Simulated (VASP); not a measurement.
# ZrSi2 (Cmcm) in VASP: further runs, part 2 of 2

VASP 6.6.1.

### 4 Single point, PBEsol (equal strain along all axes, cell held: +2.0 %, then relaxed in part)

File INCAR:

```
ALGO = Fast ; EDIFF = 1E-6
ENCUT = 520 ; GGA = PS
ISIF = 2 ; ISMEAR = 0
LASPH = True ; LCHARG = False
LREAL = False ; LWAVE = False
NBANDS = 52 ; NELM = 100
PREC = Accurate ; SIGMA = 0.1
```

File KPOINTS:

```
k-points
0
Gamma
  10 4 10
```

File POSCAR:

```
ZrSi2
1.0
    3.7477437224      0.0000000000      0.0000000000
    0.0000000000     14.8572078460      0.0000000000
    0.0000000000      0.0000000000      3.7299008854
Zr Si
4 8
Direct
    0.0000000000      0.1053203596      0.2500000000
    0.5000000000      0.3946796404      0.7500000000
    0.5000000000      0.6053203596      0.2500000000
    0.0000000000      0.8946796404      0.7500000000
    0.0000000000      0.4469105353      0.2500000000
    0.5000000000      0.0530894647      0.7500000000
    0.5000000000      0.2497751379      0.2500000000
    0.0000000000      0.2502248621      0.7500000000
    0.5000000000      0.9469105353      0.2500000000
    0.0000000000      0.5530894647      0.7500000000
    0.0000000000      0.7497751379      0.2500000000
    0.5000000000      0.7502248621      0.7500000000
```

Potentials or basis: VASP PAW PBE potentials, release 64 (Zr_sv, Si).

Command:

```sh
> cat potpaw_PBE.64/Zr_sv/POTCAR potpaw_PBE.64/Si/POTCAR > POTCAR
> mpirun -np 1 vasp_std > vasp.out
```

OUTCAR:

```text
EDIFF = 1E-6
   ENCUT = 520
   GGA = PS
   ISIF = 2
   ISMEAR = 0
   LASPH = True
   LREAL = False
   NELM = 100
   PREC = Accurate

 ion  position               nearest neighbor table
   1  0.000  0.105  0.250-   6 2.76   6 2.76   6 2.76   6 2.76   8 2.85   8 2.85   7 2.85   7 2.85
                             9 3.01   9 3.01   4 3.64   4 3.64
   2  0.500  0.395  0.750-   5 2.76   5 2.76   5 2.76   5 2.76   7 2.85   7 2.85   8 2.85   8 2.85
                            10 3.01  10 3.01   3 3.64   3 3.64
   3  0.500  0.605  0.250-  10 2.76  10 2.76  10 2.76  10 2.76  12 2.85  12 2.85  11 2.85  11 2.85
                             5 3.01   5 3.01   2 3.64   2 3.64
   4  0.000  0.895  0.750-   9 2.76   9 2.76   9 2.76   9 2.76  11 2.85  11 2.85  12 2.85  12 2.85
                             6 3.01   6 3.01   1 3.64   1 3.64
   5  0.000  0.447  0.250-  10 2.44  10 2.44   2 2.76   2 2.76   2 2.76   2 2.76   3 3.01   3 3.01
[... 11 lines left out ...]
  11  0.000  0.750  0.250-  12 2.64  12 2.64  12 2.64  12 2.64   4 2.85   4 2.85   3 2.85   3 2.85

  12  0.500  0.750  0.750-  11 2.64  11 2.64  11 2.64  11 2.64   3 2.85   3 2.85   4 2.85   4 2.85

  LATTYP: Found a simple orthorhombic cell.
 ALAT       =     3.7299008854
 B/A-ratio  =     1.0047837295
 C/A-ratio  =     3.9832714870

  Lattice vectors:

 A1 = (   0.0000000000,   0.0000000000,   3.7299008854)
 A2 = (   3.7477437224,   0.0000000000,   0.0000000000)
 A3 = (   0.0000000000,  14.8572078460,   0.0000000000)

Analysis of symmetry for initial positions (statically):
=====================================================================
 Subroutine PRICEL returns following result:

  LATTYP: Found a base centered orthorhombic cell.
 ALAT       =     3.7477437224
 B/A-ratio  =     3.9643073130
 C/A-ratio  =     0.9952390456

  Lattice vectors:

 A1 = (  -1.8738718612,   7.4286039230,   0.0000000000)
 A2 = (  -1.8738718612,  -7.4286039230,   0.0000000000)
 A3 = (   0.0000000000,   0.0000000000,   3.7299008854)

[... 175 lines left out ...]
   LRPA    =     F    only Hartree local field effects (RPA)
 non-spin polarized calculation
 RMM-DIIS sequential band-by-band and
 Gauss-broadening in eV      SIGMA  =   0.10
  energy-cutoff  :      520.00
  volume of cell :      207.68
 maximum number of plane-waves:      5628
 NGX is ok and might be reduce to    28
   NGX = 13   NGY = 55   NGZ = 13

 number of electron      80.0000005 magnetization

 Free energy of the ion-electron system (eV)
  ---------------------------------------------------
  ext. energy  EPLUGINS =         0.00000000
  ---------------------------------------------------
  free energy    TOTEN  =       -91.15541419 eV

  energy without entropy =      -91.14352705  energy(sigma->0) =      -91.14947062

 E-fermi :   9.5314     XC(G=0): -11.2138

 val. band max:        9.5138940897   @ k =   0.1000   0.0000   0.1000
 cond. band min:       9.5492909192   @ k =   0.5000   0.0000   0.0000
 fundamental gap:      0.0353968295
 Fermi energy:         9.5314225634

 k-point     1 :       0.0000    0.0000    0.0000
  band No.  band energies     occupation
      1     -39.2332      2.00000
      2     -39.2329      2.00000
      3     -39.2225      2.00000
      4     -39.2223      2.00000
      5     -17.4613      2.00000
      6     -17.4471      2.00000
[... 1309 lines left out ...]
     51      12.1513      0.00000
     52      12.1514      0.00000

 [... further k-points ...]

------------------------ aborting loop because EDIFF is reached ----------------------------------------

  FORCE on cell =-STRESS in cart. coord.  units (eV):
  Direction    XX          YY          ZZ          XY          YZ          ZX
  --------------------------------------------------------------------------------------
  -------------------------------------------------------------------------------------
  Total       -9.5581758     -7.7949273    -10.2525350      0.0000000      0.0000000      0.0000000
  in kB      -73.7362793    -60.1337483    -79.0928940      0.0000000      0.0000000      0.0000000
  external PRESSURE =     -70.9876406 kB  Pullay stress =       0.0000000 kB

 VOLUME and BASIS-vectors are now :
 -----------------------------------------------------------------------------
  energy-cutoff  :      520.00
  volume of cell :      207.68
      direct lattice vectors                 reciprocal lattice vectors
     3.747743722  0.000000000  0.000000000     0.266827210  0.000000000  0.000000000
     0.000000000 14.857207846  0.000000000     0.000000000  0.067307398  0.000000000
     0.000000000  0.000000000  3.729900885     0.000000000  0.000000000  0.268103639

 POSITION                                       TOTAL-FORCE (eV/Angst)
 -----------------------------------------------------------------------------------
      0.00000      1.56477      0.93248         0.000000     -0.001943     -0.000000
      1.87387      5.86384      2.79743        -0.000000      0.001943     -0.000000
      1.87387      8.99337      0.93248         0.000000     -0.001943     -0.000000
      0.00000     13.29244      2.79743        -0.000000      0.001943     -0.000000
      0.00000      6.63984      0.93248         0.000000      0.003709     -0.000000
      1.87387      0.78876      2.79743        -0.000000     -0.003709      0.000000
      1.87387      3.71096      0.93248         0.000000      0.000077     -0.000000
      0.00000      3.71764      2.79743         0.000000     -0.000077     -0.000000
      1.87387     14.06845      0.93248        -0.000000      0.003709     -0.000000
      0.00000      8.21737      2.79743        -0.000000     -0.003709      0.000000
      0.00000     11.13957      0.93248         0.000000      0.000077     -0.000000
      1.87387     11.14625      2.79743         0.000000     -0.000077     -0.000000
 -----------------------------------------------------------------------------------
    total drift:                                0.000000      0.000000      0.000000

  FREE ENERGIE OF THE ION-ELECTRON SYSTEM (eV)
  ---------------------------------------------------
  free  energy   TOTEN  =       -91.1554141941 eV

  energy  without entropy=      -91.1435270473  energy(sigma->0) =      -91.14947062
```

OSZICAR:

```text
N       E                     dE             d eps       ncg     rms          rms(c)
DAV:   1     0.572407898607E+03    0.57241E+03   -0.38011E+04 11256   0.144E+03
DAV:   2    -0.402282543443E+02   -0.61264E+03   -0.58994E+03 12940   0.367E+02
DAV:   3    -0.904103618492E+02   -0.50182E+02   -0.49141E+02 17008   0.820E+01
[... 16 lines left out ...]
RMM:  20    -0.911554092562E+02    0.31218E-04   -0.16727E-04 17973   0.668E-02    0.429E-02
RMM:  21    -0.911554119932E+02   -0.27370E-05   -0.61297E-05 19524   0.315E-02    0.199E-02
RMM:  22    -0.911554129507E+02   -0.95748E-06   -0.40387E-05 18817   0.258E-02    0.105E-02
RMM:  23    -0.911554136235E+02   -0.67280E-06   -0.11849E-05 15657   0.125E-02    0.770E-03
RMM:  24    -0.911554141941E+02   -0.57057E-06   -0.74352E-06 14596   0.904E-03
   1 F= -.91155414E+02 E0= -.91149471E+02  d E =-.118871E-01
```

It took 46 min on 1 thread of Oxide Virtual Turin-like, shared host; peak memory 0.83 GiB.

What came out:

* Free energy: -91.1554 eV
* Pressure: -7.1 GPa
* Largest force: 0.004 eV/Å
* Band gap on the k mesh: zero (bands 40 and 41 overlap by 0.96 eV)

Forces in eV/Å, atoms in the order of the input:
```
Zr   0.000 -0.002  0.000
Zr   0.000  0.002  0.000
Zr   0.000 -0.002  0.000
Zr   0.000  0.002  0.000
Si   0.000  0.004  0.000
Si   0.000 -0.004  0.000
Si   0.000  0.000  0.000
Si   0.000  0.000  0.000
Si   0.000  0.004  0.000
Si   0.000 -0.004  0.000
Si   0.000  0.000  0.000
Si   0.000  0.000  0.000
```

Caveat: the cell differs from its parent crystal (equal strain along all axes, cell held: +2.0 %, then relaxed in part); the cell stands under tension; the PAW data sets were made with another functional, which shifts forces and pressure a little.

### 5 Single point, PBEsol (biaxial strain in the a-b plane: +2.0 %)

File INCAR:

```
PREC = Accurate
ENCUT = 520
EDIFF = 1E-6
ISMEAR = 0
SIGMA = 0.1
LREAL = False
LASPH = True
NELM = 100
ALGO = Fast
ISIF = 2
LWAVE = False
LCHARG = False
GGA = PS
NBANDS = 52
```

File KPOINTS:

```
Automatic mesh
0
Gamma
  10 4 10
```

File POSCAR:

```
ZrSi2
1.0
    3.7477437226      0.0000000000      0.0000000000
    0.0000000000     14.8572078322      0.0000000000
    0.0000000000      0.0000000000      3.6128843891
Zr Si
4 8
Direct
    0.0000000000      0.1047173979      0.2500000000
    0.5000000000      0.3952826021      0.7500000000
    0.5000000000      0.6047173979      0.2500000000
    0.0000000000      0.8952826021      0.7500000000
    0.0000000000      0.4460414966      0.2500000000
    0.5000000000      0.0539585034      0.7500000000
    0.5000000000      0.2497682101      0.2500000000
    0.0000000000      0.2502317899      0.7500000000
    0.5000000000      0.9460414966      0.2500000000
    0.0000000000      0.5539585034      0.7500000000
    0.0000000000      0.7497682101      0.2500000000
    0.5000000000      0.7502317899      0.7500000000
```

Potentials or basis: VASP PAW PBE potentials, release 64 (Zr_sv, Si).

Command:

```sh
> cat potpaw_PBE.64/Zr_sv/POTCAR potpaw_PBE.64/Si/POTCAR > POTCAR
> mpirun -np 1 vasp_std > vasp.out
```

OUTCAR:

```text
PREC = Accurate
   ENCUT = 520
   EDIFF = 1E-6
   ISMEAR = 0
   LREAL = False
   LASPH = True
   NELM = 100
   ISIF = 2
   GGA = PS

 ion  position               nearest neighbor table
   1  0.000  0.105  0.250-   6 2.71   6 2.71   6 2.71   6 2.71   8 2.82   8 2.82   7 2.86   7 2.86
                             9 3.01   9 3.01   4 3.60   4 3.60
   2  0.500  0.395  0.750-   5 2.71   5 2.71   5 2.71   5 2.71   7 2.82   7 2.82   8 2.86   8 2.86
                            10 3.01  10 3.01   3 3.60   3 3.60
[... 1581 lines left out ...]
 -----------------------------------------------------------------------------
  energy-cutoff  :      520.00
  volume of cell :      201.17
      direct lattice vectors                 reciprocal lattice vectors
     3.747743723  0.000000000  0.000000000     0.266827210  0.000000000  0.000000000
     0.000000000 14.857207832  0.000000000     0.000000000  0.067307398  0.000000000
     0.000000000  0.000000000  3.612884389     0.000000000  0.000000000  0.276787157

 POSITION                                       TOTAL-FORCE (eV/Angst)
 -----------------------------------------------------------------------------------
      0.00000      1.55581      0.90322        -0.000000      0.150030     -0.000000
      1.87387      5.87280      2.70966         0.000000     -0.150030      0.000000
      1.87387      8.98441      0.90322         0.000000      0.150030     -0.000000
      0.00000     13.30140      2.70966        -0.000000     -0.150030      0.000000
      0.00000      6.62693      0.90322         0.000000      0.073310     -0.000000
      1.87387      0.80167      2.70966        -0.000000     -0.073310     -0.000000
      1.87387      3.71086      0.90322         0.000000     -0.083904      0.000000
      0.00000      3.71775      2.70966        -0.000000      0.083904      0.000000
      1.87387     14.05554      0.90322         0.000000      0.073310     -0.000000
      0.00000      8.23028      2.70966        -0.000000     -0.073310     -0.000000
      0.00000     11.13946      0.90322        -0.000000     -0.083904      0.000000
      1.87387     11.14635      2.70966        -0.000000      0.083904     -0.000000
 -----------------------------------------------------------------------------------
    total drift:                                0.000000      0.000000      0.000000

  FREE ENERGIE OF THE ION-ELECTRON SYSTEM (eV)
  ---------------------------------------------------
  free  energy   TOTEN  =       -91.3048516460 eV

  energy  without entropy=      -91.2902038312  energy(sigma->0) =      -91.29752774
```

OSZICAR:

```text
N       E                     dE             d eps       ncg     rms          rms(c)
DAV:   1     0.574213723024E+03    0.57421E+03   -0.38190E+04 11248   0.144E+03
DAV:   2    -0.409044628398E+02   -0.61512E+03   -0.59221E+03 12944   0.369E+02
DAV:   3    -0.906532110873E+02   -0.49749E+02   -0.48791E+02 17104   0.822E+01
DAV:   4    -0.945046882660E+02   -0.38515E+01   -0.38349E+01 16852   0.200E+01
[... 16 lines left out ...]
RMM:  21    -0.913048882262E+02   -0.65870E-04   -0.34018E-04 18513   0.903E-02    0.587E-02
RMM:  22    -0.913048633735E+02    0.24853E-04   -0.52466E-05 16456   0.361E-02    0.330E-02
RMM:  23    -0.913048630221E+02    0.35139E-06   -0.16357E-05 16270   0.134E-02    0.371E-02
RMM:  24    -0.913048519967E+02    0.11025E-04   -0.32665E-05 17198   0.237E-02    0.811E-03
RMM:  25    -0.913048516460E+02    0.35072E-06   -0.90568E-06 15497   0.129E-02
   1 F= -.91304852E+02 E0= -.91297528E+02  d E =-.146478E-01
```

Wall time 56 min (1 thread of Oxide Virtual Turin-like, shared host); peak memory 0.81 GiB.

Results:

```
Free energy            : -91.3049 eV
Pressure               : -3.0 GPa
Largest force          : 0.150 eV/Å
Band gap on the k mesh : zero (bands 40 and 41 overlap by 0.78 eV)
```

Forces on the atoms (eV/Å):
```
Zr   0.000  0.150  0.000
Zr   0.000 -0.150  0.000
Zr   0.000  0.150  0.000
Zr   0.000 -0.150  0.000
Si   0.000  0.073  0.000
Si   0.000 -0.073  0.000
Si   0.000 -0.084  0.000
Si   0.000  0.084  0.000
Si   0.000  0.073  0.000
Si   0.000 -0.073  0.000
Si   0.000 -0.084  0.000
Si   0.000  0.084  0.000
```

Caveat: the cell differs from its parent crystal (biaxial strain in the a-b plane: +2.0 %); the PAW data sets were made with another functional, which shifts forces and pressure a little.

### 6 Summary

```csv
task,cell,k mesh,cutoff (eV),gap on the mesh (eV),pressure (GPa),largest force (eV/Å)
relaxation of cell and atoms,"relaxed to 12 GPa from a = 7.288, b = 7.288, c = 3.571 Å, angles 90.0, 90.0, 151.5°, 6 atoms, atomic positions A",10 × 10 × 10,600,none,12.0,0.01
single point,"a = 3.821, b = 15.149, c = 3.575 Å, 12 atoms, atomic positions B",10 × 4 × 10,520,none,-5.7,-
single point,"a = 3.748, b = 14.857, c = 3.730 Å, 12 atoms, atomic positions C",10 × 4 × 10,520,none,-7.1,-
single point,"a = 3.748, b = 14.857, c = 3.613 Å, 12 atoms, atomic positions D",10 × 4 × 10,520,none,-3.0,0.15
```

Alike in all rows: level PBEsol; potentials or basis VASP PAW PBE potentials, release 64 (Zr_sv, Si); no spin polarisation; smearing gaussian 0.1 eV.

Caveats: the PAW data sets were made with another functional, which shifts forces and pressure a little; the cell stands under tension (at least some runs); the cell is relaxed towards a set pressure, so the run minimises the enthalpy, not the energy (at least some runs).

Total energies depend on the potentials used, so only differences within one code and one set of settings carry meaning.
